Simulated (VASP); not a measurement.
Set up this calculation in VASP 6.6.1, as the native input.

```yaml
Task: single point
Functional: LDA
Potentials_or_basis: VASP PAW LDA potentials, release 64 (Zr_sv, H)
Cutoff: 520 eV
k_mesh: 9 × 9 × 1
Occupations: gaussian, width 0.1 eV
Spin: no spin polarisation
Dipole_correction: yes
Further_INCAR_settings: ALGO = Normal; EDIFF = 1e-06; NBANDS = 26
```

The structure of Zr3H lies in POSCAR:

```
Zr3H
1.0
    3.1232946755      0.0000000000      0.0000000000
    0.0000000000      3.1232946755      0.0000000000
    0.0000000000      0.0000000000     21.1739130820
Zr H
3 1
Direct
    0.5000000000      0.5000000000      0.1889117040
    0.0000000000      0.0000000000      0.2874811557
    0.5000000000      0.5000000000      0.3860369621
    0.8750000000      0.8750000000      0.4313757711
```

One way to write it, as run:

INCAR

```
PREC = Accurate
ENCUT = 520
EDIFF = 1E-6
ISMEAR = 0
SIGMA = 0.1
LREAL = False
LASPH = True
NELM = 80
ALGO = Normal
ISIF = 2
LWAVE = False
LCHARG = False
LDIPOL = True
IDIPOL = 3
DIPOL = 0.5 0.5 0.323
NBANDS = 26
```

KPOINTS

```
regular mesh
0
Gamma
  9 9 1
```

Potentials or basis: VASP PAW LDA potentials, release 64 (Zr_sv, H).

Launch:

```console
$ cat potpaw_LDA.64/Zr_sv/POTCAR potpaw_LDA.64/H/POTCAR > POTCAR
$ mpirun -np 1 vasp_std > vasp.out
```

Results of the run:

The largest force is 1.297 eV/Å.

It used 520 s of CPU time on 1 thread of AMD EPYC 7R13 Processor (Zen 3), on a shared host.
